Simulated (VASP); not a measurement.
# TaN (Fm-3m) in VASP: notebook

The runs below take TaN through single point, with r2SCAN.

All numbers are computed with VASP 6.6.1; they aren't measurements. Logs are shortened: lines on timing, memory, paths and dates and some standing lists are left out, and cuts for length are marked.

## Step 1: The cell of the first run

The structure is cubic, space group Fm-3m (No. 225). Conventional cell: a = 4.284 Å, b = 4.284 Å, c = 4.284 Å, α = 90.00°, β = 90.00°, γ = 90.00°. Ta (site symmetry m-3m) has 6 N at 2.14 Å within 2.8 Å. Within 2.8 Å of N (site symmetry m-3m) lie 6 Ta at 2.14 Å.

## Step 2: Single point, r2SCAN

Input file POSCAR:

```
TaN
1.0
    0.0000000000      2.1420606605      2.1420606605
    2.1420606605      0.0000000000      2.1420606605
    2.1420606605      2.1420606605      0.0000000000
Ta N
1 1
Direct
    0.5000000000      0.5000000000      0.5000000000
    0.0000000000      0.0000000000      0.0000000000
```

Input file INCAR.step1:

```
  PREC = Accurate
  ENCUT = 520
  ISMEAR = 1
  SIGMA = 0.1
  LREAL = F
  LASPH = T
  NELM = 100
  NBANDS = 15
  GGA = PE
  ALGO = Normal
  EDIFF = 1E-4
  LWAVE = T
  LCHARG = F
```

Input file INCAR.step2:

```
  PREC = Accurate
  ENCUT = 520
  EDIFF = 1E-6
  ISMEAR = 1
  SIGMA = 0.1
  LREAL = F
  LASPH = T
  NELM = 100
  ALGO = Normal
  ISIF = 2
  LWAVE = F
  LCHARG = T
  METAGGA = R2SCAN
  LMIXTAU = T
  LELF = T
  LVHAR = T
  NBANDS = 15
  ISTART = 1
```

Input file KPOINTS:

```
regular mesh
0
Gamma
  11 11 11
```

Potentials or basis: VASP PAW PBE potentials, release 64 (Ta_pv, N).

Started as:

```
cat potpaw_PBE.64/Ta_pv/POTCAR potpaw_PBE.64/N/POTCAR > POTCAR
cp INCAR.step1 INCAR
mpirun -np 1 vasp_std > vasp.out
cp INCAR.step2 INCAR
mpirun -np 1 vasp_std > vasp.out
```

OUTCAR:

```text
PREC = Accurate
   ENCUT = 520
   EDIFF = 1E-6
   ISMEAR = 1
   LREAL = F
   LASPH = T
   NELM = 100
   ISIF = 2
   METAGGA = R2SCAN
   ISTART = 1

 ion  position               nearest neighbor table
   1  0.500  0.500  0.500-   2 2.14   2 2.14   2 2.14   2 2.14   2 2.14   2 2.14
   2  0.000  0.000  0.000-   1 2.14   1 2.14   1 2.14   1 2.14   1 2.14   1 2.14

  LATTYP: Found a face centered cubic cell.
 ALAT       =     4.2841213210

  Lattice vectors:

 A1 = (   0.0000000000,   2.1420606605,   2.1420606605)
 A2 = (   2.1420606605,   0.0000000000,   2.1420606605)
 A3 = (   2.1420606605,   2.1420606605,   0.0000000000)

Analysis of symmetry for initial positions (statically):
=====================================================================
 Subroutine PRICEL returns:
 Original cell was already a primitive cell.

 Routine SETGRP: Setting up the symmetry group for a
 face centered cubic supercell.

 Subroutine GETGRP returns: Found 48 space group operations
 (whereof 48 operations were pure point group operations)
 out of a pool of 48 trial point group operations.

The static configuration has the point symmetry O_h .

Analysis of symmetry for dynamics (positions and initial velocities):
=====================================================================
 Subroutine PRICEL returns:
 Original cell was already a primitive cell.

 Routine SETGRP: Setting up the symmetry group for a
 face centered cubic supercell.

 Subroutine GETGRP returns: Found 48 space group operations
 (whereof 48 operations were pure point group operations)
 out of a pool of 48 trial point group operations.

The dynamic configuration has the point symmetry O_h .

 Subroutine INISYM returns: Found 48 space group operations
 (whereof 48 operations are pure point group operations),
 and found     1 'primitive' translations

----------------------------------------------------------------------------------------

                                     Primitive cell

  volume of cell :      19.6574

  direct lattice vectors                    reciprocal lattice vectors
     0.000000000  2.142060660  2.142060660    -0.233420094  0.233420094  0.233420094
     2.142060660  0.000000000  2.142060660     0.233420094 -0.233420094  0.233420094
     2.142060660  2.142060660  0.000000000     0.233420094  0.233420094 -0.233420094

  length of vectors
     3.029331238  3.029331238  3.029331238     0.404295462  0.404295462  0.404295462

  position of ions in fractional coordinates (direct lattice)
     0.500000000  0.500000000  0.500000000
     0.000000000  0.000000000  0.000000000

  ion indices of the primitive-cell ions
   primitive index   ion index
                 1           1
                 2           2

----------------------------------------------------------------------------------------

 KPOINTS: regular mesh

Automatic generation of k-mesh.
 Grid dimensions read from file:
 generate k-points for:   11   11   11

 Generating k-lattice:

  Cartesian coordinates                     Fractional coordinates (reciprocal lattice)
    -0.021220009  0.021220009  0.021220009     0.090909091  0.000000000  0.000000000
     0.021220009 -0.021220009  0.021220009     0.000000000  0.090909091  0.000000000
     0.021220009  0.021220009 -0.021220009     0.000000000  0.000000000  0.090909091

  Length of vectors
     0.036754133  0.036754133  0.036754133

  Shift w.r.t. Gamma in fractional coordinates (k-lattice)
     0.000000000  0.000000000  0.000000000

 Subroutine IBZKPT returns following result:
 ===========================================

 Found     56 irreducible k-points:

 Following reciprocal coordinates:
            Coordinates               Weight
  0.000000  0.000000  0.000000      1.000000
  0.090909  0.000000  0.000000      8.000000
  0.181818  0.000000  0.000000      8.000000
  0.272727  0.000000  0.000000      8.000000
  0.363636  0.000000  0.000000      8.000000
  0.454545  0.000000  0.000000      8.000000
[... 16 lines left out ...]
 -0.272727  0.181818  0.000000     24.000000
 -0.181818  0.181818  0.000000     12.000000
 [... further k-points ...]
   k-points           NKPTS =     56   k-points in BZ     NKDIM =     56   number of bands    NBANDS=     15
   number of dos      NEDOS =    301   number of ions     NIONS =      2
   total plane-waves  NPLWV =  13824
   dimension x,y,z NGX =    24 NGY =   24 NGZ =   24
   dimension x,y,z NGXF=    48 NGYF=   48 NGZF=   48
   ions per type =               1   1
   NGX,Y,Z   is equivalent  to a cutoff of  13.17, 13.17, 13.17 a.u.
   NGXF,Y,Z  is equivalent  to a cutoff of  26.34, 26.34, 26.34 a.u.
 SYSTEM =  unknown system
   PREC   = accura    normal or accurate (medium, high low for compatibility)
   ISTART =      1    job   : 0-new  1-cont  2-samecut
   ICHARG =      0    charge: 1-file 2-atom 10-const
   ISPIN  =      1    spin polarized calculation?
   LNONCOLLINEAR =      F non collinear calculations
   LSORBIT =      F    spin-orbit coupling
   LASPH  =      T    aspherical Exc in radial PAW
   ENCUT  =  520.0 eV  38.22 Ry    6.18 a.u.   5.63  5.63  5.63*2*pi/ulx,y,z
   NELM   =    100;   NELMIN=  2; NELMDL=  0     # of ELM steps
   EDIFF  = 0.1E-05   stopping-criterion for ELM
   LREAL  =      F    real-space projection
   EDIFFG = 0.1E-04   stopping-criterion for IOM
   NSW    =      0    number of steps for IOM
   IBRION =     -1    ionic relax: 0-MD 1-quasi-New 2-CG
   NFREE  =      0    steps in history (QN), initial steepest desc. (CG)
   ISIF   =      2    stress and relaxation
   ISYM   =      2    0-nonsym 1-usesym 2-fastsym
   POTIM  = 0.5000    time-step for ionic-motion
   TEBEG  =    0.0;   TEEND  =   0.0 temperature during run
   PSTRESS=    0.0 pullay stress
   NELECT =      16.0000    total number of electrons
   NUPDOWN=      -1.0000    fix difference up-down
   EMIN   =  10.00;   EMAX   =-10.00  energy-range for DOS
   EFERMI =   0.00;   METHOD = LEGACY
   ISMEAR =     1;   SIGMA  =   0.10  broadening in eV -4-tet -1-fermi 0-gaus
   EFERMI_NEDOS =   21; number of points for ismear=-14 and -15
   IALGO  =     38    algorithm
   IMIX   =      4    mixing-type and parameters
     AMIX     =   0.40;   BMIX     =  1.00
     AMIX_MAG =   1.60;   BMIX_MAG =  1.00
  volume/ion in A,a.u.               =       9.83        66.33
  Fermi-wavevector in a.u.,A,eV,Ry     =   1.528527  2.888497 31.788573  2.336394
  Thomas-Fermi vector in A             =   2.636273
   LORBIT       =      0    0 simple, 1 ext, 2 COOP (PROOUT), +10 PAW based schemes
   METAGGA = R2SCAN    functional components
   LHFCALC =     F    Hartree Fock is set to
   AEXX    =    0.0000 exact exchange contribution
   IVDW    =     0    specifies the selected vdW correction
   LEPSILON=     F    determine dielectric tensor
   LRPA    =     F    only Hartree local field effects (RPA)
 non-spin polarized calculation
 Methfessel and Paxton  Order N= 1 SIGMA  =   0.10
  energy-cutoff  :      520.00
  volume of cell :       19.66
 maximum number of plane-waves:       538
   NGX = 11   NGY = 11   NGZ = 11

 number of electron      15.9999997 magnetization

 Free energy of the ion-electron system (eV)
  ---------------------------------------------------
  ext. energy  EPLUGINS =         0.00000000
  ---------------------------------------------------
  free energy    TOTEN  =       -59.44592011 eV

  energy without entropy =      -59.44730690  energy(sigma->0) =      -59.44638238

 E-fermi :  10.5870     XC(G=0): -14.9674

 val. band max:       10.4749269243   @ k =  -0.3636   0.2727   0.0909
 cond. band min:      10.6517715238   @ k =   0.2727   0.1818   0.0909
 fundamental gap:      0.1768445996
 Fermi energy:        10.5869727369

 k-point     1 :       0.0000    0.0000    0.0000
  band No.  band energies     occupation
      1     -26.4699      2.00000
      2     -26.4699      2.00000
      3     -26.4699      2.00000
      4     -10.1596      2.00000
      5       6.1428      2.00000
      6       6.1428      2.00000
      7       6.1428      2.00000
      8       8.1277      2.00000
      9       8.1277      2.00000
     10       8.1277      2.00000
     11      10.6632      0.04044
     12      10.6632      0.04044
     13      13.0309      0.00000
     14      20.2932      0.00000
     15      20.5214      0.00000

 k-point     2 :       0.0909    0.0000    0.0000
  band No.  band energies     occupation
      1     -26.5735      2.00000
      2     -26.4783      2.00000
      3     -26.4783      2.00000
      4      -9.9224      2.00000
      5       5.1337      2.00000
      6       5.4271      2.00000
      7       5.4271      2.00000
      8       8.4710      2.00000
      9       8.4710      2.00000
     10       8.5650      2.00000
     11      11.5413     -0.00000
     12      11.5413     -0.00000
     13      13.6242      0.00000
     14      20.2931      0.00000
     15      21.2135      0.00000

 k-point     3 :       0.1818    0.0000    0.0000
  band No.  band energies     occupation
      1     -26.8417      2.00000
      2     -26.5008      2.00000
      3     -26.5008      2.00000
      4      -9.2705      2.00000
      5       3.3496      2.00000
      6       4.2027      2.00000
      7       4.2027      2.00000
      8       9.1505      2.00000
      9       9.2575      2.00000
     10       9.2575      2.00000
     11      13.4355      0.00000
     12      13.4355      0.00000
     13      14.9643      0.00000
     14      20.2929      0.00000
     15      22.9334      0.00000
[... 343 lines left out ...]
 k-point    23 :      -0.2727    0.1818    0.0000
  band No.  band energies     occupation
      1     -27.3211      2.00000
      2     -26.8054      2.00000
      3     -26.5515      2.00000
      4      -7.6395      2.00000
      5       0.4287      2.00000
      6       2.3327      2.00000
      7       3.1616      2.00000
      8      10.6683      0.01325
      9      10.7407     -0.05194
     10      12.8332      0.00000
     11      14.1919      0.00000
     12      18.0028      0.00000
     13      18.8478      0.00000
     14      20.2913      0.00000
     15      24.0054      0.00000

 k-point    24 :      -0.1818    0.1818    0.0000
  band No.  band energies     occupation
      1     -27.1360      2.00000
      2     -26.7165      2.00000
      3     -26.5108      2.00000
      4      -8.2435      2.00000
      5       1.2940      2.00000
      6       2.7364      2.00000
      7       3.7053      2.00000
      8       9.7194      2.00000
      9      10.1364      2.00000
     10      12.1436     -0.00000
     11      12.9139      0.00000
     12      17.1967      0.00000
     13      17.3534      0.00000
     14      20.2923      0.00000
     15      25.0410      0.00000

 [... further k-points ...]

------------------------ aborting loop because EDIFF is reached ----------------------------------------

  FORCE on cell =-STRESS in cart. coord.  units (eV):
  Direction    XX          YY          ZZ          XY          YZ          ZX
  --------------------------------------------------------------------------------------
  -------------------------------------------------------------------------------------
  Total        4.2845806      4.2845806      4.2845806      0.0000000     -0.0000000      0.0000000
  in kB      349.2155754    349.2155754    349.2155754      0.0000000     -0.0000000      0.0000000
  external PRESSURE =     349.2155754 kB  Pullay stress =       0.0000000 kB

 VOLUME and BASIS-vectors are now :
 -----------------------------------------------------------------------------
  energy-cutoff  :      520.00
  volume of cell :       19.66
      direct lattice vectors                 reciprocal lattice vectors
     0.000000000  2.142060660  2.142060660    -0.233420094  0.233420094  0.233420094
     2.142060660  0.000000000  2.142060660     0.233420094 -0.233420094  0.233420094
     2.142060660  2.142060660  0.000000000     0.233420094  0.233420094 -0.233420094

 POSITION                                       TOTAL-FORCE (eV/Angst)
 -----------------------------------------------------------------------------------
      2.14206      2.14206      2.14206         0.000000      0.000000      0.000000
      0.00000      0.00000      0.00000        -0.000000     -0.000000     -0.000000
 -----------------------------------------------------------------------------------
    total drift:                                0.000000     -0.000000     -0.000000

  FREE ENERGIE OF THE ION-ELECTRON SYSTEM (eV)
  ---------------------------------------------------
  free  energy   TOTEN  =       -59.4459201144 eV

  energy  without entropy=      -59.4473069013  energy(sigma->0) =      -59.44638238
```

Run time: 29 s. Hardware: 1 thread of Intel Xeon 6975P-C, shared host; peak memory 0.16 GiB.

What came out:

```
Free energy            : -59.4459 eV
Pressure               : 34.9 GPa
Band gap on the k mesh : zero (band 8 reaches 12.49 eV, above the bottom of band 9 at 8.13 eV)
```

Levels at points of the mesh, in eV from the Fermi level:
| k point | band 6 | band 7 | band 8 | band 9 | band 10 | band 11 |
| --- | --- | --- | --- | --- | --- | --- |
| (0.00, 0.00, 0.00) | -4.44 | -4.44 | -2.46 | -2.46 | -2.46 | 0.08 |

Caveat: the PAW data sets were made with another functional, which shifts forces and pressure a little; spin-orbit coupling is left out, which moves the levels of the heavy elements.

[end of part 1 of 2]
